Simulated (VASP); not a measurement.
Wanted: the native input for a VASP 6.6.1 run.

- Task: single point
- Functional: LDA
- Potentials or basis: VASP PAW LDA potentials, release 64 (Ti_sv, Al)
- Cutoff: 520 eV
- k mesh: 16 × 16 × 16
- Occupations: gaussian, width 0.15 eV
- Spin: no spin polarisation
- Dipole correction: no
- Further INCAR settings: ALGO = Fast; EDIFF = 1e-06; NBANDS = 18

The structure of TiAl3 lies in POSCAR:

```
TiAl3
1.0
   -1.7874673193      1.7874673193      4.2334375990
    1.7874673193     -1.7874673193      4.2334375990
    1.7874673193      1.7874673193     -4.2334375990
Ti Al
1 3
Direct
    0.0000000000      0.0000000000      0.0000000000
    0.5000000000      0.5000000000      0.0000000000
    0.7500000000      0.2500000000      0.5000000000
    0.2500000000      0.7500000000      0.5000000000
```

The input as run:

INCAR

```
SYSTEM = TiAl3
ALGO     = Fast           ! electronic algorithm
EDIFF    = 1E-6           ! SCF threshold, eV
ENCUT    = 520            ! plane-wave cutoff, eV
GGA      = CA             ! functional
ISIF     = 2              ! what is computed and relaxed
ISMEAR   = 0              ! smearing method
LASPH    = .TRUE.         ! aspherical terms in the spheres
LCHARG   = .TRUE.         ! write CHGCAR
LELF     = .TRUE.         ! ELF
LREAL    = .FALSE.        ! projectors in reciprocal space
LVHAR    = .TRUE.       
LWAVE    = .FALSE.        ! write WAVECAR
NBANDS   = 18             ! bands
NELM     = 80             ! most SCF steps
PREC     = Accurate       ! precision mode
SIGMA    = 0.15           ! smearing width, eV
```

KPOINTS

```
k-points
0
G
  16 16 16
  0 0 0
```

Potentials or basis: VASP PAW LDA potentials, release 64 (Ti_sv, Al).

The run is started by

```sh
$ cat potpaw_LDA.64/Ti_sv/POTCAR potpaw_LDA.64/Al/POTCAR > POTCAR
$ mpirun -np 1 vasp_std > vasp.out
```

It gave:

```yaml
Pressure: 17.3 GPa
Band_gap_on_the_k_mesh: zero (an odd number of electrons rules out a gap without spin polarisation)
```

Caveat: the stress differs along the axes, from 7 to 22 GPa.

Wall time 8.1 min on 1 thread of Intel(R) Xeon(R) 6975P-C (Granite Rapids), on a shared host, peak memory 0.44 GiB.
